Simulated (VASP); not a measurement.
Write the native input for VASP 6.6.1 that does the following.

| Item | Value |
| --- | --- |
| Task | single point |
| Functional | HSE06 |
| Potentials or basis | VASP PAW PBE potentials, release 64 (Li_sv, H) |
| Cutoff | 520 eV |
| k mesh | 4 × 4 × 4 |
| Occupations | fermi-dirac, width 0.05 eV |
| Spin | no spin polarisation |
| Dipole correction | no |
| Grid for exact exchange (PRECFOCK) | Normal |
| Further INCAR settings | ALGO = Normal; EDIFF = 1e-06; NBANDS = 9 |
| Share of exact exchange | 0.25 |
| Screening parameter | 0.2079 1/Å |

The system is LiH (rock salt type).

```
CELL_PARAMETERS angstrom
0.00000 1.95490 1.95490
1.95490 0.00000 1.95490
1.95490 1.95490 0.00000
ATOMIC_POSITIONS crystal
Li 0.00000 0.00000 0.00000
H 0.50000 0.50000 0.50000
```

These files were run (other wordings do the same):

POSCAR

```
LiH
1.0
    0.0000000000      1.9549035407      1.9549035407
    1.9549035407      0.0000000000      1.9549035407
    1.9549035407      1.9549035407      0.0000000000
Li H
1 1
Direct
    0.0000000000      0.0000000000      0.0000000000
    0.5000000000      0.5000000000      0.5000000000
```

INCAR.step1

```
PREC = Accurate
ENCUT = 520
EDIFF = 1E-5
ISMEAR = -1
SIGMA = 0.05
LREAL = False
LASPH = True
NELM = 60
ALGO = Normal
ISIF = 2
LWAVE = True
LCHARG = False
GGA = PE
NBANDS = 9
```

INCAR.step2

```
PREC = Accurate
ENCUT = 520
EDIFF = 1E-6
ISMEAR = -1
SIGMA = 0.05
LREAL = False
LASPH = True
NELM = 60
ALGO = Normal
ISIF = 2
LWAVE = False
LCHARG = False
GGA = PE
LHFCALC = True
HFSCREEN = 0.2079
PRECFOCK = Normal
ISTART = 1
NBANDS = 9
```

KPOINTS

```
regular mesh
0
Gamma
  4 4 4
```

Potentials or basis: VASP PAW PBE potentials, release 64 (Li_sv, H).

Command:

```sh
$ cat potpaw_PBE.64/Li_sv/POTCAR potpaw_PBE.64/H/POTCAR > POTCAR
$ cp INCAR.step1 INCAR
$ mpirun -np 1 vasp_std > vasp.out
$ cp INCAR.step2 INCAR
$ mpirun -np 1 vasp_std > vasp.out
```

Results of the run:

```
Band gap on the k mesh : 3.96 eV
```

Caveat: the k points lie up to 0.70 Å⁻¹ apart.

Wall time 11 s on 1 thread of Intel(R) Xeon(R) Platinum 8375C CPU @ 2.90GHz (Ice Lake), with other jobs on the host, peak memory 0.23 GiB.
